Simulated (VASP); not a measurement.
# NiO (Fm-3m) in VASP: single point with PBE

Aim: the single point of NiO with PBE.

Everything below comes from runs of VASP 6.6.1. Logs are shortened: lines on timing, memory, paths and dates and some standing lists are left out, and cuts for length are marked.

### 1 The cell of the first run

The structure is cubic, space group Fm-3m (No. 225). The conventional cell has a = 4.218 Å, b = 4.218 Å, c = 4.218 Å, α = 90.00°, β = 90.00°, γ = 90.00°. Within 2.8 Å of Ni (site symmetry m-3m) lie 6 O at 2.11 Å. O (site symmetry m-3m) has 6 Ni at 2.11 Å within 2.8 Å.

### 2 Single point, PBE, collinear spin, ferromagnetic start

Input file INCAR:

```
SYSTEM = NiO
ALGO     = Normal         ! electronic algorithm
EDIFF    = 1E-6           ! SCF threshold, eV
ENCUT    = 600            ! plane-wave cutoff, eV
GGA      = PE             ! functional
GGA_COMPAT= .False.      
ISIF     = 2              ! what is computed and relaxed
ISMEAR   = 0              ! smearing method
ISPIN    = 2              ! spin polarisation
LASPH    = .True.         ! aspherical terms in the spheres
LCHARG   = .False.        ! write CHGCAR
LMAXMIX  = 4              ! l up to which the mixer works
LORBIT   = 11             ! projections on sites
LREAL    = .False.        ! projectors in reciprocal space
LWAVE    = .False.        ! write WAVECAR
MAGMOM   = 1.62 0.33      ! initial moments
NBANDS   = 19             ! bands
NELM     = 200            ! most SCF steps
PREC     = Accurate       ! precision mode
SIGMA    = 0.1            ! smearing width, eV
```

Input file KPOINTS:

```
k-points
0
Gamma
  8 8 8
  0 0 0
```

Input file POSCAR:

```
NiO
1.0
    0.0000000000      2.1090542500      2.1090542500
    2.1090542500      0.0000000000      2.1090542500
    2.1090542500      2.1090542500      0.0000000000
Ni O
1 1
Direct
    0.0000000000      0.0000000000      0.0000000000
    0.5000000000      0.5000000000      0.5000000000
```

Potentials or basis: VASP PAW PBE potentials, release 64 (Ni, O).

The run is started by

```console
$ cat potpaw_PBE.64/Ni/POTCAR potpaw_PBE.64/O/POTCAR > POTCAR
$ mpirun -np 1 vasp_std > vasp.out
```

OUTCAR:

```text
SYSTEM = NiO
   EDIFF = 1E-6
   ENCUT = 600
   GGA = PE
   ISIF = 2
   ISMEAR = 0
   ISPIN = 2
   LASPH = .True.
   LORBIT = 11
   LREAL = .False.
   NELM = 200
   PREC = Accurate

 ion  position               nearest neighbor table
   1  0.000  0.000  0.000-   2 2.11   2 2.11   2 2.11   2 2.11   2 2.11   2 2.11
   2  0.500  0.500  0.500-   1 2.11   1 2.11   1 2.11   1 2.11   1 2.11   1 2.11

  LATTYP: Found a face centered cubic cell.
 ALAT       =     4.2181085000

  Lattice vectors:

 A1 = (   0.0000000000,   2.1090542500,   2.1090542500)
 A2 = (   2.1090542500,   0.0000000000,   2.1090542500)
 A3 = (   2.1090542500,   2.1090542500,   0.0000000000)

Analysis of symmetry for initial positions (statically):
=====================================================================
 Subroutine PRICEL returns:
 Original cell was already a primitive cell.

 Routine SETGRP: Setting up the symmetry group for a
 face centered cubic supercell.

 Subroutine GETGRP returns: Found 48 space group operations
 (whereof 48 operations were pure point group operations)
 out of a pool of 48 trial point group operations.

The static configuration has the point symmetry O_h .

Analysis of symmetry for dynamics (positions and initial velocities):
=====================================================================
 Subroutine PRICEL returns:
 Original cell was already a primitive cell.

 Routine SETGRP: Setting up the symmetry group for a
 face centered cubic supercell.

 Subroutine GETGRP returns: Found 48 space group operations
 (whereof 48 operations were pure point group operations)
 out of a pool of 48 trial point group operations.

The dynamic configuration has the point symmetry O_h .

Analysis of structural, dynamic, and magnetic symmetry:
=====================================================================
 Subroutine PRICEL returns:
 Original cell was already a primitive cell.

 Routine SETGRP: Setting up the symmetry group for a
 face centered cubic supercell.

 Subroutine GETGRP returns: Found 48 space group operations
 (whereof 48 operations were pure point group operations)
 out of a pool of 48 trial point group operations.

The overall configuration has the point symmetry O_h .

 Subroutine INISYM returns: Found 48 space group operations
 (whereof 48 operations are pure point group operations),
 and found     1 'primitive' translations

----------------------------------------------------------------------------------------

                                     Primitive cell

  volume of cell :      18.7626

  direct lattice vectors                    reciprocal lattice vectors
     0.000000000  2.109054250  2.109054250    -0.237073086  0.237073086  0.237073086
     2.109054250  0.000000000  2.109054250     0.237073086 -0.237073086  0.237073086
     2.109054250  2.109054250  0.000000000     0.237073086  0.237073086 -0.237073086

  length of vectors
     2.982653124  2.982653124  2.982653124     0.410622630  0.410622630  0.410622630

  position of ions in fractional coordinates (direct lattice)
     0.000000000  0.000000000  0.000000000
     0.500000000  0.500000000  0.500000000

  ion indices of the primitive-cell ions
   primitive index   ion index
                 1           1
                 2           2

----------------------------------------------------------------------------------------

 KPOINTS: k-points

Automatic generation of k-mesh.
 Grid dimensions read from file:
 generate k-points for:    8    8    8

 Generating k-lattice:

  Cartesian coordinates                     Fractional coordinates (reciprocal lattice)
    -0.029634136  0.029634136  0.029634136     0.125000000  0.000000000  0.000000000
     0.029634136 -0.029634136  0.029634136     0.000000000  0.125000000  0.000000000
     0.029634136  0.029634136 -0.029634136     0.000000000  0.000000000  0.125000000

  Length of vectors
     0.051327829  0.051327829  0.051327829

  Shift w.r.t. Gamma in fractional coordinates (k-lattice)
     0.000000000  0.000000000  0.000000000

 Subroutine IBZKPT returns following result:
 ===========================================

 Found     29 irreducible k-points:

 Following reciprocal coordinates:
            Coordinates               Weight
  0.000000  0.000000  0.000000      1.000000
  0.125000  0.000000  0.000000      8.000000
  0.250000  0.000000  0.000000      8.000000
  0.375000  0.000000  0.000000      8.000000
  0.500000  0.000000  0.000000      4.000000
  0.125000  0.125000  0.000000      6.000000
[... 16 lines left out ...]
  0.500000  0.250000  0.125000     48.000000
 -0.375000  0.250000  0.125000     24.000000
 [... further k-points ...]
   k-points           NKPTS =     29   k-points in BZ     NKDIM =     29   number of bands    NBANDS=     19
   number of dos      NEDOS =    301   number of ions     NIONS =      2
   total plane-waves  NPLWV =  13824
   dimension x,y,z NGX =    24 NGY =   24 NGZ =   24
   dimension x,y,z NGXF=    48 NGYF=   48 NGZF=   48
   ions per type =               1   1
   NGX,Y,Z   is equivalent  to a cutoff of  13.38, 13.38, 13.38 a.u.
   NGXF,Y,Z  is equivalent  to a cutoff of  26.75, 26.75, 26.75 a.u.
 SYSTEM =  NiO
   PREC   = accura    normal or accurate (medium, high low for compatibility)
   ISTART =      0    job   : 0-new  1-cont  2-samecut
   ICHARG =      2    charge: 1-file 2-atom 10-const
   ISPIN  =      2    spin polarized calculation?
   LNONCOLLINEAR =      F non collinear calculations
   LSORBIT =      F    spin-orbit coupling
   LASPH  =      T    aspherical Exc in radial PAW
   ENCUT  =  600.0 eV  44.10 Ry    6.64 a.u.   5.96  5.96  5.96*2*pi/ulx,y,z
   NELM   =    200;   NELMIN=  2; NELMDL= -5     # of ELM steps
   EDIFF  = 0.1E-05   stopping-criterion for ELM
   LREAL  =      F    real-space projection
   EDIFFG = 0.1E-04   stopping-criterion for IOM
   NSW    =      0    number of steps for IOM
   IBRION =     -1    ionic relax: 0-MD 1-quasi-New 2-CG
   NFREE  =      0    steps in history (QN), initial steepest desc. (CG)
   ISIF   =      2    stress and relaxation
   ISYM   =      2    0-nonsym 1-usesym 2-fastsym
   POTIM  = 0.5000    time-step for ionic-motion
   TEBEG  =    0.0;   TEEND  =   0.0 temperature during run
   PSTRESS=    0.0 pullay stress
   NELECT =      16.0000    total number of electrons
   NUPDOWN=      -1.0000    fix difference up-down
   EMIN   =  10.00;   EMAX   =-10.00  energy-range for DOS
   EFERMI =   0.00;   METHOD = LEGACY
   ISMEAR =     0;   SIGMA  =   0.10  broadening in eV -4-tet -1-fermi 0-gaus
   EFERMI_NEDOS =   21; number of points for ismear=-14 and -15
   IALGO  =     38    algorithm
   IMIX   =      4    mixing-type and parameters
     AMIX     =   0.40;   BMIX     =  1.00
     AMIX_MAG =   1.60;   BMIX_MAG =  1.00
  volume/ion in A,a.u.               =       9.38        63.31
  Fermi-wavevector in a.u.,A,eV,Ry     =   1.552448  2.933701 32.791332  2.410095
  Thomas-Fermi vector in A             =   2.656822
   LORBIT       =     11    0 simple, 1 ext, 2 COOP (PROOUT), +10 PAW based schemes
   GGA     = PE    functional components
   LHFCALC =     F    Hartree Fock is set to
   AEXX    =    0.0000 exact exchange contribution
   IVDW    =     0    specifies the selected vdW correction
   LEPSILON=     F    determine dielectric tensor
   LRPA    =     F    only Hartree local field effects (RPA)
 spin polarized calculation
 Gauss-broadening in eV      SIGMA  =   0.10
  energy-cutoff  :      600.00
  volume of cell :       18.76
 maximum number of plane-waves:       638
   NGX = 11   NGY = 11   NGZ = 11

 number of electron      16.0000015 magnetization       1.8386571

 Free energy of the ion-electron system (eV)
  ---------------------------------------------------
  ext. energy  EPLUGINS =         0.00000000
  ---------------------------------------------------
  free energy    TOTEN  =       -11.48531573 eV

  energy without entropy =      -11.48204358  energy(sigma->0) =      -11.48367966

 E-fermi :   7.4764     XC(G=0): -12.5058

 val. band max:        7.3877425258   @ k =   0.3750   0.0000   0.0000
 cond. band min:       7.5163321766   @ k =  -0.2500   0.2500   0.0000
 fundamental gap:      0.1285896508
 Fermi energy:         7.4764332201

 spin component 1

 k-point     1 :       0.0000    0.0000    0.0000
  band No.  band energies     occupation
      1     -12.6118      1.00000
      2       4.2932      1.00000
      3       4.2933      1.00000
      4       4.6074      1.00000
      5       4.6074      1.00000
      6       4.6074      1.00000
[... 11 lines left out ...]
     18      33.0042      0.00000
     19      33.0042      0.00000

 k-point     2 :       0.1250    0.0000    0.0000
  band No.  band energies     occupation
      1     -12.4466      1.00000
      2       3.3077      1.00000
      3       3.3747      1.00000
      4       3.3747      1.00000
      5       4.8604      1.00000
      6       4.8604      1.00000
[... 476 lines left out ...]
 k-point    24 :      -0.3750    0.2500    0.1250
  band No.  band energies     occupation
      1     -11.2377      1.00000
      2       0.2436      1.00000
      3       1.6465      1.00000
      4       1.8717      1.00000
      5       5.2018      1.00000
      6       5.5039      1.00000
[... 11 lines left out ...]
     18      37.5216      0.00000
     19      38.2456      0.00000

 [... further k-points ...]

 spin component 2

 k-point     1 :       0.0000    0.0000    0.0000
  band No.  band energies     occupation
      1     -12.1370      1.00000
      2       5.1545      1.00000
      3       5.1545      1.00000
      4       5.1545      1.00000
      5       5.6777      1.00000
      6       5.6780      1.00000
[... 11 lines left out ...]
     18      33.6215      0.00000
     19      33.6218      0.00000

 k-point     2 :       0.1250    0.0000    0.0000
  band No.  band energies     occupation
      1     -11.9663      1.00000
      2       3.8421      1.00000
      3       4.5233      1.00000
      4       4.5233      1.00000
      5       5.8676      1.00000
      6       5.8678      1.00000
[... 476 lines left out ...]
 k-point    24 :      -0.3750    0.2500    0.1250
  band No.  band energies     occupation
      1     -10.6954      1.00000
      2       0.6558      1.00000
      3       2.4419      1.00000
      4       2.9835      1.00000
      5       6.4090      1.00000
      6       6.4515      1.00000
[... 11 lines left out ...]
     18      37.9790      0.00000
     19      38.7277      0.00000

 [... further k-points ...]
[... 5 lines left out ...]
  --------------------------------------------------------------------------------------
  -------------------------------------------------------------------------------------
  Total       -0.0312215     -0.0312215     -0.0312215     -0.0000000     -0.0000000     -0.0000000
  in kB       -2.6660664     -2.6660664     -2.6660664     -0.0000000     -0.0000000     -0.0000000
  external PRESSURE =      -2.6660664 kB  Pullay stress =       0.0000000 kB

 VOLUME and BASIS-vectors are now :
 -----------------------------------------------------------------------------
  energy-cutoff  :      600.00
  volume of cell :       18.76
      direct lattice vectors                 reciprocal lattice vectors
     0.000000000  2.109054250  2.109054250    -0.237073086  0.237073086  0.237073086
     2.109054250  0.000000000  2.109054250     0.237073086 -0.237073086  0.237073086
     2.109054250  2.109054250  0.000000000     0.237073086  0.237073086 -0.237073086

 POSITION                                       TOTAL-FORCE (eV/Angst)
 -----------------------------------------------------------------------------------
      0.00000      0.00000      0.00000         0.000000     -0.000000     -0.000000
      2.10905      2.10905      2.10905        -0.000000      0.000000      0.000000
 -----------------------------------------------------------------------------------
    total drift:                                0.000000     -0.000000     -0.000000

  FREE ENERGIE OF THE ION-ELECTRON SYSTEM (eV)
  ---------------------------------------------------
  free  energy   TOTEN  =       -11.4853157308 eV

  energy  without entropy=      -11.4820435794  energy(sigma->0) =      -11.48367966

 total charge

# of ion       s       p       d       tot
------------------------------------------
    1        0.324   0.383   8.220   8.927
    2        1.553   3.414   0.000   4.966
--------------------------------------------------
tot          1.876   3.797   8.220  13.893

 magnetization (x)

# of ion       s       p       d       tot
------------------------------------------
    1        0.011   0.015   1.475   1.501
    2        0.027   0.263   0.000   0.290
--------------------------------------------------
tot          0.038   0.278   1.475   1.791
```

It took 11 s on 1 thread of Intel Xeon 6975P-C (Granite Rapids), shared host; peak memory 0.15 GiB.

Results:

```
Free energy                                           : -11.4853 eV
Pressure                                              : -0.3 GPa
Net moment                                            : 1.84 μB per cell
Site moments                                          : Ni +1.50; O +0.29 μB
Valence electrons inside the program's atomic spheres : Ni 8.93; O 4.97
```

Caveat: a cell with one magnetic atom can't hold antiferromagnetic order, which such compounds often take; semilocal functionals often make such compounds metallic where correlation or magnetic order opens a gap, which also shifts bond lengths. With open d or f shells a metallic result of PBE can be an artefact of self-interaction; +U or a hybrid may open a gap.
